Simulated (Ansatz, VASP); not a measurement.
**Ca2Ge3N in VASP and in Ansatz**

File INCAR:

```
SYSTEM = Ca2Ge3N
PREC     = Accurate       ! precision mode
ENCUT    = 600            ! plane-wave cutoff, eV
EDIFF    = 1E-6           ! SCF threshold, eV
ISMEAR   = 0              ! smearing method
SIGMA    = 0.1            ! smearing width, eV
LREAL    = .False.        ! projectors in reciprocal space
LASPH    = .True.         ! aspherical terms in the spheres
NELM     = 80             ! most SCF steps
ALGO     = Normal         ! electronic algorithm
ISIF     = 3              ! what is computed and relaxed
LWAVE    = .False.        ! write WAVECAR
LCHARG   = .False.        ! write CHGCAR
GGA      = PE             ! functional
IBRION   = 2              ! ionic algorithm
NSW      = 90             ! ionic steps
EDIFFG   = -0.04          ! ionic threshold
```

File KPOINTS:

```
Automatic mesh
0
Gamma
  4 4 2
  0 0 0
```

The input POSCAR:

```
Ca2Ge3N
1.0
    4.0659544500      0.0000000000      0.0000000000
    0.0000000000      4.0659544500      0.0000000000
    0.0000000000      0.0000000000      7.8565322400
Ca Ge N
2 3 1
Direct
    0.0000000000      0.0000000000      0.8510027600
    0.0000000000      0.0000000000      0.1489972400
    0.0000000000      0.0000000000      0.5000000000
    0.0000000000      0.5000000000      0.4648008300
    0.5000000000      0.0000000000      0.5351991700
    0.5000000000      0.5000000000      0.5000000000
```

Input for Ansatz:

```yaml
crystal:
  lattice:
    - [4.06595445, 0.0, 0.0]
    - [0.0, 4.06595445, 0.0]
    - [0.0, 0.0, 7.85653224]
  atoms:
    - { symbol: Ca, position: [0.0, 0.0, 0.85100276] }
    - { symbol: Ca, position: [0.0, 0.0, 0.14899724] }
    - { symbol: Ge, position: [0.0, 0.0, 0.5] }
    - { symbol: Ge, position: [0.0, 0.5, 0.46480083] }
    - { symbol: Ge, position: [0.5, 0.0, 0.53519917] }
    - { symbol: "N", position: [0.5, 0.5, 0.5] }
basis:
  ecutwfc: 420
kpoints:
  mp_grid: { grid: [4, 4, 2] }
hamiltonian:
  xc: pbe
scf:
  occupations: { method: gaussian, width: 0.1 }
  lower_state_search: "off"
output:
  forces: true
  stress: true
  eigenvalues: true
relax:
  adjacent_minimum: "off"
  f_tol: 0.04
  max_steps: 70
  cell: { stress_tol: 0.4 }
```

Alike in both runs: task relaxation of cell and atoms; functional PBE; k mesh 4 × 4 × 2; occupations gaussian, width 0.1 eV; no spin polarisation.

|  | VASP | Ansatz |
| --- | --- | --- |
| version | VASP 6.6.1 | Ansatz 0.2.0 |
| potentials or method | VASP PAW PBE potentials, release 64 (Ca_sv, Ge_d, N), cutoff 600 eV | scalar-relativistic, plane waves, PAW |
| valence electrons in the cell | 67 | 67 |

VASP gave:

| Quantity | Value |
| --- | --- |
| gap on the k mesh at the Fermi level, each at its own relaxed structure (eV) | none |
| relaxed volume (Å³/atom) | 29.77 |
| relaxed cell length with the largest relative difference (Å) | 10.196 |

Problem. Which values does Ansatz return?

Solution. gap on the k mesh at the Fermi level, each at its own relaxed structure (eV): none; relaxed volume (Å³/atom): 29.75; relaxed cell length with the largest relative difference (Å): 10.223.

A gap of «none» marks a metal or a gap that the smearing closes.

The k mesh is coarse, so the values compare programs but aren't converged. Noted on VASP's run: the volume moved by over 15 % at a fixed basis, so the end points are rough.
